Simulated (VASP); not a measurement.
# BAs (series) (F-43m) in VASP: further runs, part 2 of 2

VASP 6.6.1. Earlier steps stand in the parts before.

**5. Single point, PBE**

Input file INCAR:

```
ALGO = Normal
EDIFF = 1E-6
ENCUT = 500
GGA = PE
GGA_COMPAT = False
ISIF = 2
ISMEAR = 0
LASPH = True
LCHARG = True
LELF = True
LREAL = False
LVHAR = True
LWAVE = False
NBANDS = 11
NELM = 120
PREC = Accurate
SIGMA = 0.02
```

Input file KPOINTS:

```
k-points
0
Gamma
  16 16 16
```

Input file POSCAR:

```
BAs
1.0
    0.0000000000      2.3885000000      2.3885000000
    2.3885000000      0.0000000000      2.3885000000
    2.3885000000      2.3885000000      0.0000000000
B As
1 1
Direct
    0.0000000000      0.0000000000      0.0000000000
    0.2500000000      0.2500000000      0.2500000000
```

Potentials or basis: VASP PAW PBE potentials, release 64 (B, As).

Command:

```
$ cat potpaw_PBE.64/B/POTCAR potpaw_PBE.64/As/POTCAR > POTCAR
$ mpirun -np 1 vasp_std > vasp.out
```

OUTCAR:

```text
EDIFF = 1E-6
   ENCUT = 500
   GGA = PE
   ISIF = 2
   ISMEAR = 0
   LASPH = True
   LREAL = False
   NELM = 120
   PREC = Accurate

 ion  position               nearest neighbor table
   1  0.000  0.000  0.000-   2 2.07   2 2.07   2 2.07   2 2.07
   2  0.250  0.250  0.250-   1 2.07   1 2.07   1 2.07   1 2.07

  LATTYP: Found a face centered cubic cell.
 ALAT       =     4.7770000000

  Lattice vectors:

 A1 = (   0.0000000000,   2.3885000000,   2.3885000000)
 A2 = (   2.3885000000,   0.0000000000,   2.3885000000)
 A3 = (   2.3885000000,   2.3885000000,   0.0000000000)

Analysis of symmetry for initial positions (statically):
=====================================================================
 Subroutine PRICEL returns:
 Original cell was already a primitive cell.

 Routine SETGRP: Setting up the symmetry group for a
 face centered cubic supercell.

 Subroutine GETGRP returns: Found 24 space group operations
 (whereof 24 operations were pure point group operations)
 out of a pool of 48 trial point group operations.

The static configuration has the point symmetry T_d .

Analysis of symmetry for dynamics (positions and initial velocities):
=====================================================================
 Subroutine PRICEL returns:
 Original cell was already a primitive cell.

 Routine SETGRP: Setting up the symmetry group for a
 face centered cubic supercell.

 Subroutine GETGRP returns: Found 24 space group operations
 (whereof 24 operations were pure point group operations)
 out of a pool of 48 trial point group operations.

The dynamic configuration has the point symmetry T_d .

 Subroutine INISYM returns: Found 24 space group operations
 (whereof 24 operations are pure point group operations),
 and found     1 'primitive' translations

----------------------------------------------------------------------------------------

                                     Primitive cell
[... 113 lines left out ...]
  Fermi-wavevector in a.u.,A,eV,Ry     =   1.088018  2.056057 16.106360  1.183784
  Thomas-Fermi vector in A             =   2.224191
   LORBIT       =      0    0 simple, 1 ext, 2 COOP (PROOUT), +10 PAW based schemes
   GGA     = PE    functional components
   LHFCALC =     F    Hartree Fock is set to
   AEXX    =    0.0000 exact exchange contribution
   IVDW    =     0    specifies the selected vdW correction
   LEPSILON=     F    determine dielectric tensor
   LRPA    =     F    only Hartree local field effects (RPA)
 non-spin polarized calculation
 Gauss-broadening in eV      SIGMA  =   0.02
  energy-cutoff  :      500.00
  volume of cell :       27.25
 maximum number of plane-waves:       701
 NGX is ok and might be reduce to    28
   NGX = 13   NGY = 13   NGZ = 13

 number of electron       8.0000000 magnetization

 Free energy of the ion-electron system (eV)
  ---------------------------------------------------
  ext. energy  EPLUGINS =         0.00000000
  ---------------------------------------------------
  free energy    TOTEN  =       -11.40652998 eV

  energy without entropy =      -11.40652998  energy(sigma->0) =      -11.40652998

 E-fermi :   6.2499     XC(G=0): -10.5844

 val. band max:        6.1261732002   @ k =   0.0000   0.0000   0.0000
 cond. band min:       7.3153371534   @ k =   0.3750   0.3750   0.0000
 fundamental gap:      1.1891639533
 Fermi energy:         6.2498832746

 k-point     1 :       0.0000    0.0000    0.0000
  band No.  band energies     occupation
      1      -9.2751      2.00000
      2       6.1262      2.00000
      3       6.1262      2.00000
      4       6.1262      2.00000
      5       9.4027      0.00000
      6       9.4027      0.00000
      7       9.4027      0.00000
      8      10.8129      0.00000
      9      15.7089      0.00000
     10      19.0768      0.00000
     11      19.0768      0.00000
[... 309 lines left out ...]
 k-point    24 :      -0.0625    0.0625    0.0000
  band No.  band energies     occupation
      1      -9.1040      2.00000
      2       4.8858      2.00000
      3       5.3741      2.00000
      4       6.0136      2.00000
      5       9.5862      0.00000
      6       9.6311      0.00000
      7      10.0388      0.00000
      8      11.6733      0.00000
      9      16.3897      0.00000
     10      17.5692      0.00000
     11      18.3141      0.00000

 [... further k-points ...]
[... 5 lines left out ...]
  --------------------------------------------------------------------------------------
  -------------------------------------------------------------------------------------
  Total        0.5834384      0.5834384      0.5834384      0.0000000      0.0000000     -0.0000000
  in kB       34.3004513     34.3004513     34.3004513      0.0000000      0.0000000     -0.0000000
  external PRESSURE =      34.3004513 kB  Pullay stress =       0.0000000 kB

 VOLUME and BASIS-vectors are now :
 -----------------------------------------------------------------------------
  energy-cutoff  :      500.00
  volume of cell :       27.25
      direct lattice vectors                 reciprocal lattice vectors
     0.000000000  2.388500000  2.388500000    -0.209336404  0.209336404  0.209336404
     2.388500000  0.000000000  2.388500000     0.209336404 -0.209336404  0.209336404
     2.388500000  2.388500000  0.000000000     0.209336404  0.209336404 -0.209336404

 POSITION                                       TOTAL-FORCE (eV/Angst)
 -----------------------------------------------------------------------------------
      0.00000      0.00000      0.00000        -0.000000      0.000000      0.000000
      1.19425      1.19425      1.19425         0.000000     -0.000000     -0.000000
 -----------------------------------------------------------------------------------
    total drift:                               -0.000000     -0.000000     -0.000000

  FREE ENERGIE OF THE ION-ELECTRON SYSTEM (eV)
  ---------------------------------------------------
  free  energy   TOTEN  =       -11.4065299798 eV

  energy  without entropy=      -11.4065299798  energy(sigma->0) =      -11.40652998
```

Wall time 36 s (1 thread of Intel Xeon Platinum 8488C (Sapphire Rapids), shared host); peak memory 0.18 GiB.

Results:

```
Free energy            : -11.4065 eV
Pressure               : 3.4 GPa
Band gap on the k mesh : 1.19 eV, indirect (least direct gap 3.28 eV)
```

Levels at points of the mesh, in eV from the valence-band top:
```
           k point  band 1  band 2  band 3  band 4  band 5  band 6  band 7  band 8
(0.00, 0.00, 0.00)  -15.40    0.00    0.00    0.00    3.28    3.28    3.28    4.69
(0.50, 0.00, 0.00)  -12.53   -8.79   -1.82   -1.82    2.69    4.78    4.78    8.86
(0.50, 0.50, 0.00)  -11.21   -8.53   -4.08   -4.08    1.43    1.44   11.37   11.37
```

A k mesh can miss the band edges. As with any semilocal functional, this PBE gap is likely too small.

**6. The runs side by side**

```tsv
k mesh	gap on the mesh (eV)	pressure (GPa)
4 × 4 × 4	1.41	4.0
6 × 6 × 6	1.27	3.5
8 × 8 × 8	1.19	3.4
16 × 16 × 16	1.19	3.4
```

Alike in all rows: task single point; level PBE; potentials or basis VASP PAW PBE potentials, release 64 (B, As); no spin polarisation; cell as given; cutoff (eV) 500; smearing gaussian 0.02 eV.

Caveats: some runs use coarse meshes.

Total energies depend on the potentials used, so only differences within one code and one set of settings carry meaning.
